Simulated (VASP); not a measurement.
# Cu in VASP: single point with PBEsol

Aim: the single point of Cu with PBEsol.

Everything below comes from runs of VASP 6.6.1. Logs are shortened: lines on timing, memory, paths and dates and some standing lists are left out, and cuts for length are marked.

### 1 The cell of the first run

The cell holds a slab with vacuum, 4 atoms: a = 2.556 Å, b = 2.556 Å, c = 18.261 Å, α = 90.00°, β = 90.00°, γ = 60.00°.

### 2 Single point, PBEsol

INCAR reads:

```
SYSTEM = Cu
PREC     = Accurate       ! precision mode
ENCUT    = 520            ! plane-wave cutoff, eV
EDIFF    = 1E-7           ! SCF threshold, eV
ISMEAR   = -1             ! smearing method
SIGMA    = 0.1            ! smearing width, eV
LREAL    = .False.        ! projectors in reciprocal space
LASPH    = .True.         ! aspherical terms in the spheres
NELM     = 100            ! most SCF steps
ALGO     = Normal         ! electronic algorithm
ISIF     = 2              ! what is computed and relaxed
LWAVE    = .False.        ! write WAVECAR
LCHARG   = .True.         ! write CHGCAR
LDIPOL   = .True.       
IDIPOL   = 3            
DIPOL    = 0.5 0.5 0.500
GGA      = PS             ! functional
LELF     = .True.         ! ELF
LVHAR    = .True.       
LVACPOTAV= .True.       
NBANDS   = 30             ! bands
```

KPOINTS reads:

```
regular mesh
0
Gamma
  8 8 1
  0 0 0
```

POSCAR reads:

```
Cu
1.0
    2.5561910140      0.0000000000      0.0000000000
    1.2780955070      2.2137263550      0.0000000000
    0.0000000000      0.0000000000     18.2613636694
Cu
4
Direct
    0.0000000000      0.0000000000      0.3285625383
    0.3333333333      0.3333333333      0.4428541794
    0.6666666667      0.6666666667      0.5571458206
    0.0000000000      1.0000000000      0.6714374617
```

Potentials or basis: VASP PAW PBE potentials, release 64 (Cu).

The run is started by

```bash
cat potpaw_PBE.64/Cu/POTCAR > POTCAR
mpirun -np 1 vasp_std > vasp.out
```

OUTCAR:

```text
SYSTEM = Cu
   PREC = Accurate
   ENCUT = 520
   EDIFF = 1E-7
   ISMEAR = -1
   LREAL = .False.
   LASPH = .True.
   NELM = 100
   ISIF = 2
   GGA = PS

 ion  position               nearest neighbor table
   1  0.000  0.000  0.329-   2 2.56   2 2.56   2 2.56
   2  0.333  0.333  0.443-   1 2.56   1 2.56   1 2.56   3 2.56   3 2.56   3 2.56
   3  0.667  0.667  0.557-   4 2.56   4 2.56   4 2.56   2 2.56   2 2.56   2 2.56
   4  0.000  0.000  0.671-   3 2.56   3 2.56   3 2.56

  LATTYP: Found a hexagonal cell.
 ALAT       =     2.5561910140
 C/A-ratio  =     7.1439745972

  Lattice vectors:

 A1 = (  -1.2780955070,  -2.2137263550,   0.0000000000)
 A2 = (   2.5561910140,   0.0000000000,   0.0000000000)
 A3 = (   0.0000000000,   0.0000000000,  18.2613636694)

Analysis of symmetry for initial positions (statically):
=====================================================================
 Subroutine PRICEL returns:
 Original cell was already a primitive cell.

 Routine SETGRP: Setting up the symmetry group for a
 hexagonal supercell.

 Subroutine GETGRP returns: Found 12 space group operations
 (whereof 12 operations were pure point group operations)
 out of a pool of 24 trial point group operations.

The static configuration has the point symmetry D_3d.

Analysis of symmetry for dynamics (positions and initial velocities):
=====================================================================
 Subroutine PRICEL returns:
 Original cell was already a primitive cell.

 Routine SETGRP: Setting up the symmetry group for a
 hexagonal supercell.

 Subroutine GETGRP returns: Found 12 space group operations
 (whereof 12 operations were pure point group operations)
 out of a pool of 24 trial point group operations.

The dynamic configuration has the point symmetry D_3d.

 Subroutine INISYM returns: Found 12 space group operations
 (whereof 12 operations are pure point group operations),
 and found     1 'primitive' translations

----------------------------------------------------------------------------------------

                                     Primitive cell

  volume of cell :     103.3357

  direct lattice vectors                    reciprocal lattice vectors
     2.556191014  0.000000000  0.000000000     0.391207071 -0.225863508  0.000000000
     1.278095507  2.213726355  0.000000000     0.000000000  0.451727016  0.000000000
     0.000000000  0.000000000 18.261363669     0.000000000  0.000000000  0.054760423

  length of vectors
     2.556191014  2.556191014 18.261363669     0.451727016  0.451727016  0.054760423

  position of ions in fractional coordinates (direct lattice)
     0.000000000  0.000000000  0.328562538
     0.333333333  0.333333333  0.442854179
     0.666666667  0.666666667  0.557145821
     0.000000000  0.000000000  0.671437462

  ion indices of the primitive-cell ions
   primitive index   ion index
                 1           1
                 2           2
                 3           3
                 4           4

----------------------------------------------------------------------------------------

 KPOINTS: regular mesh

Automatic generation of k-mesh.
 Grid dimensions read from file:
 generate k-points for:    8    8    1

 Generating k-lattice:

  Cartesian coordinates                     Fractional coordinates (reciprocal lattice)
     0.048900884 -0.028232938  0.000000000     0.125000000  0.000000000  0.000000000
     0.000000000  0.056465877  0.000000000     0.000000000  0.125000000  0.000000000
     0.000000000  0.000000000  0.054760423     0.000000000  0.000000000  1.000000000

  Length of vectors
     0.056465877  0.056465877  0.054760423

  Shift w.r.t. Gamma in fractional coordinates (k-lattice)
     0.000000000  0.000000000  0.000000000

 Subroutine IBZKPT returns following result:
 ===========================================

 Found     10 irreducible k-points:

 Following reciprocal coordinates:
            Coordinates               Weight
  0.000000  0.000000  0.000000      1.000000
  0.125000 -0.000000  0.000000      6.000000
  0.250000 -0.000000  0.000000      6.000000
  0.375000 -0.000000  0.000000      6.000000
  0.500000 -0.000000  0.000000      3.000000
  0.250000  0.125000  0.000000      6.000000
  0.375000  0.125000  0.000000     12.000000
  0.500000  0.125000  0.000000     12.000000
  0.500000  0.250000  0.000000      6.000000
 -0.375000  0.250000  0.000000      6.000000
   k-points           NKPTS =     10   k-points in BZ     NKDIM =     10   number of bands    NBANDS=     30
   number of dos      NEDOS =    301   number of ions     NIONS =      4
   total plane-waves  NPLWV =  56000
   dimension x,y,z NGX =    20 NGY =   20 NGZ =  140
   dimension x,y,z NGXF=    40 NGYF=   40 NGZF=  280
   ions per type =               4
   NGX,Y,Z   is equivalent  to a cutoff of  13.01, 13.01, 12.75 a.u.
   NGXF,Y,Z  is equivalent  to a cutoff of  26.01, 26.01, 25.49 a.u.
 SYSTEM =  Cu
   PREC   = accura    normal or accurate (medium, high low for compatibility)
   ISTART =      0    job   : 0-new  1-cont  2-samecut
   ICHARG =      2    charge: 1-file 2-atom 10-const
   ISPIN  =      1    spin polarized calculation?
   LNONCOLLINEAR =      F non collinear calculations
   LSORBIT =      F    spin-orbit coupling
   LASPH  =      T    aspherical Exc in radial PAW
   ENCUT  =  520.0 eV  38.22 Ry    6.18 a.u.   4.75  4.75 33.95*2*pi/ulx,y,z
   NELM   =    100;   NELMIN=  2; NELMDL= -5     # of ELM steps
   EDIFF  = 0.1E-06   stopping-criterion for ELM
   LREAL  =      F    real-space projection
   EDIFFG = 0.1E-05   stopping-criterion for IOM
   NSW    =      0    number of steps for IOM
   IBRION =     -1    ionic relax: 0-MD 1-quasi-New 2-CG
   NFREE  =      0    steps in history (QN), initial steepest desc. (CG)
   ISIF   =      2    stress and relaxation
   ISYM   =      2    0-nonsym 1-usesym 2-fastsym
   POTIM  = 0.5000    time-step for ionic-motion
   TEBEG  =    0.0;   TEEND  =   0.0 temperature during run
   PSTRESS=    0.0 pullay stress
   NELECT =      44.0000    total number of electrons
   NUPDOWN=      -1.0000    fix difference up-down
   EMIN   =  10.00;   EMAX   =-10.00  energy-range for DOS
   EFERMI =   0.00;   METHOD = LEGACY
   ISMEAR =    -1;   SIGMA  =   0.10  broadening in eV -4-tet -1-fermi 0-gaus
   EFERMI_NEDOS =   21; number of points for ismear=-14 and -15
   IALGO  =     38    algorithm
   IMIX   =      4    mixing-type and parameters
     AMIX     =   0.40;   BMIX     =  1.00
     AMIX_MAG =   1.60;   BMIX_MAG =  1.00
  volume/ion in A,a.u.               =      25.83       174.34
  Fermi-wavevector in a.u.,A,eV,Ry     =   1.231617  2.327418 20.638402  1.516880
  Thomas-Fermi vector in A             =   2.366419
   LORBIT       =      0    0 simple, 1 ext, 2 COOP (PROOUT), +10 PAW based schemes
   GGA     = PS    functional components
   LHFCALC =     F    Hartree Fock is set to
   AEXX    =    0.0000 exact exchange contribution
   IVDW    =     0    specifies the selected vdW correction
   LEPSILON=     F    determine dielectric tensor
   LRPA    =     F    only Hartree local field effects (RPA)
 non-spin polarized calculation
  energy-cutoff  :      520.00
  volume of cell :      103.34
 maximum number of plane-waves:      2815
   NGX =  9   NGY =  9   NGZ = 67

 dipolmoment           0.000000      0.000000      0.000000 electrons x Angstroem

 number of electron      44.0000016 magnetization

 dipolmoment           0.000000      0.000000     -0.000000 electrons x Angstroem

 Free energy of the ion-electron system (eV)
  ---------------------------------------------------
  ext. energy  EPLUGINS =         0.00000000
  ---------------------------------------------------
  free energy    TOTEN  =       -16.00508748 eV

  energy without entropy =      -15.94057324  energy(sigma->0) =      -15.97283036

 E-fermi :   0.7374     XC(G=0):  -6.8730

 val. band max:        0.6470215827   @ k =   0.5000   0.2500   0.0000
 cond. band min:       0.9259563890   @ k =   0.3750  -0.0000   0.0000
 fundamental gap:      0.2789348063
 Fermi energy:         0.7373824077

 k-point     1 :       0.0000    0.0000    0.0000
  band No.  band energies     occupation
      1      -8.1310      2.00000
      2      -6.8855      2.00000
      3      -5.2123      2.00000
      4      -4.3539      2.00000
      5      -2.2932      2.00000
      6      -2.2692      2.00000
[... 22 lines left out ...]
     29       7.5718      0.00000
     30      10.9150      0.00000

 k-point     2 :       0.1250   -0.0000    0.0000
  band No.  band energies     occupation
      1      -7.6361      2.00000
      2      -6.4134      2.00000
      3      -4.7834      2.00000
      4      -4.0180      2.00000
      5      -2.4928      2.00000
      6      -2.4240      2.00000
[... 22 lines left out ...]
     29       8.0269      0.00000
     30      11.3906      0.00000

 k-point     3 :       0.2500   -0.0000    0.0000
  band No.  band energies     occupation
      1      -6.2581      2.00000
      2      -5.1778      2.00000
      3      -3.8724      2.00000
      4      -3.3738      2.00000
      5      -2.9221      2.00000
      6      -2.6321      2.00000
[... 22 lines left out ...]
     29       9.3734      0.00000
     30      11.5165      0.00000

 k-point     4 :       0.3750   -0.0000    0.0000
  band No.  band energies     occupation
      1      -4.6056      2.00000
      2      -4.1170      2.00000
      3      -3.6395      2.00000
      4      -3.3800      2.00000
      5      -3.2208      2.00000
      6      -2.9305      2.00000
[... 154 lines left out ...]
     29       9.9098      0.00000
     30      10.8834      0.00000

 k-point     9 :       0.5000    0.2500    0.0000
  band No.  band energies     occupation
      1      -3.7714      2.00000
      2      -3.5243      2.00000
      3      -3.3362      2.00000
      4      -3.0151      2.00000
      5      -2.9929      2.00000
      6      -2.7307      2.00000
[... 22 lines left out ...]
     29       8.9573      0.00000
     30      10.2355      0.00000

 k-point    10 :      -0.3750    0.2500    0.0000
  band No.  band energies     occupation
      1      -3.3639      2.00000
      2      -3.3542      2.00000
      3      -3.1223      2.00000
      4      -3.0751      2.00000
      5      -2.9424      2.00000
      6      -2.8484      2.00000
[... 22 lines left out ...]
     29       8.7164      0.00000
     30       9.1941      0.00000

------------------------ aborting loop because EDIFF is reached ----------------------------------------

  FORCE on cell =-STRESS in cart. coord.  units (eV):
  Direction    XX          YY          ZZ          XY          YZ          ZX
  --------------------------------------------------------------------------------------
  -------------------------------------------------------------------------------------
  Total       -2.9337168     -2.9337168     -1.7691609      0.0000000      0.0000000      0.0000000
  in kB      -45.4860611    -45.4860611    -27.4301050      0.0000000      0.0000000      0.0000000
  external PRESSURE =     -39.4674090 kB  Pullay stress =       0.0000000 kB

 VOLUME and BASIS-vectors are now :
 -----------------------------------------------------------------------------
  energy-cutoff  :      520.00
  volume of cell :      103.34
      direct lattice vectors                 reciprocal lattice vectors
     2.556191014  0.000000000  0.000000000     0.391207071 -0.225863508  0.000000000
     1.278095507  2.213726355  0.000000000     0.000000000  0.451727016  0.000000000
     0.000000000  0.000000000 18.261363669     0.000000000  0.000000000  0.054760423

 POSITION                                       TOTAL-FORCE (eV/Angst)
 -----------------------------------------------------------------------------------
      0.00000      0.00000      6.00000         0.000000     -0.000000      0.248634
      1.27810      0.73791      8.08712         0.000000      0.000000      0.091261
      2.55619      1.47582     10.17424        -0.000000      0.000000     -0.091261
      0.00000      0.00000     12.26136        -0.000000      0.000000     -0.248634
 -----------------------------------------------------------------------------------
    total drift:                               -0.000000     -0.000000      0.000000

  FREE ENERGIE OF THE ION-ELECTRON SYSTEM (eV)
  ---------------------------------------------------
  free  energy   TOTEN  =       -16.0050874768 eV

  energy  without entropy=      -15.9405732441  energy(sigma->0) =      -15.97283036

 vacuum level on the upper side and lower side of the slab         5.696         5.696
```

It took 66 s on 1 thread of Intel Xeon Platinum 8259CL at 2.50GHz (Skylake/Cascade Lake), shared host; peak memory 0.22 GiB.

Results:

| Item | Value |
| --- | --- |
| Free energy | -16.0051 eV |
| Largest force | 0.249 eV/Å |
| Band gap on the k mesh | zero (band 22 reaches 3.40 eV, above the bottom of band 23 at -0.83 eV) |

Forces on the atoms (eV/Å):
```
Cu   0.000  0.000  0.249
Cu   0.000  0.000  0.091
Cu   0.000  0.000 -0.091
Cu   0.000  0.000 -0.249
```

Levels at points of the mesh, in eV from the Fermi level:
| k point | band 20 | band 21 | band 22 | band 23 | band 24 | band 25 |
| --- | --- | --- | --- | --- | --- | --- |
| (0.00, 0.00, 0.00) | -1.72 | -1.72 | -1.57 | -1.57 | -1.17 | -0.18 |
| (0.50, 0.00, 0.00) | -1.36 | -0.19 | 0.79 | 1.36 | 1.57 | 4.31 |

Caveat: the PAW data sets were made with another functional, which shifts forces and pressure a little.
